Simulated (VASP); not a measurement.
**Li17Nb15O48 (a cell with a defect): single point with r2SCAN**

The system is Li17Nb15O48 (a cell with a defect).

```
Li Nb O
1.0
     5.18990    2.99639    9.34445
    -5.18990    2.99639    9.34445
     0.00000   -5.99278    9.34445
Li Nb O
17 15 48
Direct
  0.36180 0.35236 0.35310
  0.07764 0.09639 0.12322
  0.54147 0.48613 0.51102
  0.36403 0.37625 0.86025
  0.10778 0.10425 0.60774
  0.36965 0.85066 0.37218
  0.12148 0.62170 0.09883
  0.35029 0.85456 0.86610
  0.09913 0.61187 0.61737
  0.84782 0.35716 0.36221
  0.61479 0.10713 0.11495
  0.85647 0.35647 0.87477
  0.61342 0.11800 0.60093
  0.85880 0.86223 0.35843
  0.61284 0.61301 0.09479
  0.86872 0.86742 0.84407
  0.59598 0.60612 0.60994
  0.24665 0.24673 0.24581
  0.50078 0.49411 0.99901
  0.24750 0.23875 0.74724
  0.50150 0.99949 0.49710
  0.24125 0.73665 0.25558
  0.52892 0.00327 0.98090
  0.25101 0.75439 0.74580
  0.00086 0.49493 0.49825
  0.73575 0.25541 0.26512
  0.98473 0.53166 0.00126
  0.75482 0.25874 0.73777
  0.00345 0.99382 0.49608
  0.74536 0.75040 0.25957
  0.99039 0.00951 0.00025
  0.74797 0.75096 0.74627
  0.13770 0.31810 0.44194
  0.32203 0.43693 0.13931
  0.44441 0.13646 0.32108
  0.19814 0.06528 0.38844
  0.38708 0.18929 0.06858
  0.06981 0.38211 0.19100
  0.16354 0.35449 0.90040
  0.25462 0.42761 0.73323
  0.44667 0.12579 0.82567
  0.19706 0.06338 0.90632
  0.39292 0.19693 0.56442
  0.06609 0.37237 0.70014
  0.13697 0.81125 0.44980
  0.35559 0.89808 0.16023
  0.43254 0.73233 0.25006
  0.20271 0.55107 0.40451
  0.37498 0.68987 0.07413
  0.06608 0.88846 0.20353
  0.14012 0.82977 0.94494
  0.32048 0.94822 0.64014
  0.44663 0.63741 0.82091
  0.19086 0.57808 0.90032
  0.38688 0.69612 0.57633
  0.07036 0.89438 0.69047
  0.65138 0.31666 0.42997
  0.83127 0.44516 0.12613
  0.95237 0.13356 0.31655
  0.69266 0.06712 0.38966
  0.89557 0.19199 0.07113
  0.56680 0.39572 0.19192
  0.64309 0.31510 0.94771
  0.81691 0.44723 0.63580
  0.94668 0.14056 0.81668
  0.70376 0.06461 0.88673
  0.88983 0.19576 0.56575
  0.57038 0.38142 0.70791
  0.64103 0.81532 0.44808
  0.81919 0.94670 0.14467
  0.95424 0.63870 0.31659
  0.70770 0.57035 0.38092
  0.88975 0.70602 0.06324
  0.57595 0.89601 0.19340
  0.64883 0.81667 0.94170
  0.81932 0.94712 0.63660
  0.94477 0.64800 0.81575
  0.69177 0.57313 0.89116
  0.89364 0.68835 0.57242
  0.56933 0.88871 0.69536
```

- Program: VASP 6.6.1
- Task: single point
- Functional: r2SCAN
- Potentials or basis: VASP PAW PBE potentials, release 64 (Li_sv, Nb_sv, O)
- Cutoff: 720 eV
- k mesh: 1 × 1 × 1
- Occupations: fermi-dirac, width 0.01 eV
- Spin: no spin polarisation

The pressure is -2.4 GPa. The largest force is 0.274 eV/Å. The band gap on the k mesh is 3.41 eV.

Forces in eV/Å, atoms in the order of the input:
```
Li  -0.017 -0.021 -0.013
Li  -0.020 -0.006 -0.015
Li  -0.010 -0.006  0.021
Li  -0.030 -0.014 -0.061
Li   0.000 -0.003 -0.014
Li   0.016  0.027 -0.020
Li  -0.006 -0.006 -0.019
Li  -0.024  0.002 -0.002
Li  -0.014 -0.014 -0.009
Li   0.014  0.023 -0.016
Li  -0.009 -0.011 -0.006
Li  -0.034 -0.015 -0.015
Li   0.017  0.028 -0.020
Li   0.015 -0.002 -0.032
Li   0.000  0.014 -0.009
Li  -0.001 -0.015 -0.034
Li   0.002 -0.014 -0.021
Nb  -0.002 -0.005 -0.029
Nb   0.000  0.016 -0.037
Nb   0.002 -0.021  0.006
Nb  -0.016 -0.004 -0.045
Nb  -0.021  0.052  0.024
Nb   0.026  0.013  0.000
Nb   0.071  0.045 -0.071
Nb  -0.008 -0.023 -0.051
Nb  -0.069 -0.059  0.093
Nb  -0.031  0.024 -0.020
Nb  -0.094  0.010 -0.074
Nb  -0.031  0.007 -0.001
Nb  -0.005 -0.075 -0.080
Nb   0.018 -0.025 -0.049
Nb  -0.013 -0.026 -0.016
O   -0.102  0.029  0.027
O    0.081  0.058  0.019
O    0.030 -0.105  0.037
O   -0.089  0.059  0.011
O   -0.005 -0.085  0.028
O    0.092  0.042  0.042
O   -0.047 -0.079  0.001
O    0.039  0.035 -0.082
O    0.052 -0.078  0.048
O   -0.105  0.107 -0.035
O   -0.019 -0.135 -0.008
O    0.124  0.043  0.057
O   -0.110  0.052  0.004
O   -0.072  0.083 -0.006
O    0.029 -0.066 -0.086
O   -0.114  0.082 -0.028
O   -0.019 -0.113  0.040
O    0.102  0.034  0.007
O   -0.091  0.034  0.009
O    0.077  0.070  0.023
O    0.015 -0.115  0.024
O   -0.094  0.061 -0.018
O   -0.140 -0.161  0.161
O    0.081  0.037  0.006
O    0.157  0.129 -0.166
O    0.040  0.086  0.065
O    0.028 -0.133  0.006
O   -0.088  0.034  0.020
O    0.060 -0.052 -0.041
O    0.085  0.023 -0.004
O   -0.113  0.039  0.038
O    0.102  0.067  0.002
O    0.018 -0.115  0.040
O   -0.081 -0.025 -0.074
O   -0.009 -0.091  0.027
O    0.229  0.015  0.150
O   -0.093  0.059  0.010
O    0.070  0.095  0.030
O    0.024 -0.119  0.039
O   -0.085  0.174  0.142
O    0.076 -0.062 -0.076
O    0.111  0.033  0.019
O   -0.096  0.075  0.023
O    0.097  0.058  0.004
O    0.014 -0.122  0.048
O   -0.078  0.079  0.022
O   -0.015 -0.085  0.012
O    0.110  0.049  0.019
```

Stress tensor (GPa, compression positive):
```
-2.72  0.01  0.39
 0.01 -2.66  0.63
 0.39  0.63 -1.73
```

Levels at points of the mesh, in eV from the valence-band top:
| k point | band 264 | band 265 | band 266 | band 267 | band 268 | band 269 | band 270 | band 271 |
| --- | --- | --- | --- | --- | --- | --- | --- | --- |
| (0.00, 0.00, 0.00) | -0.23 | -0.13 | -0.09 | 0.00 | 3.41 | 3.44 | 3.77 | 3.85 |

Run time: 2.2 h on 1 thread of AMD EPYC 7R13, on a shared host, peak memory 2 GiB.

Caveat: the k points lie up to 0.73 Å⁻¹ apart; the PAW data sets were made with another functional, which shifts forces and pressure a little.
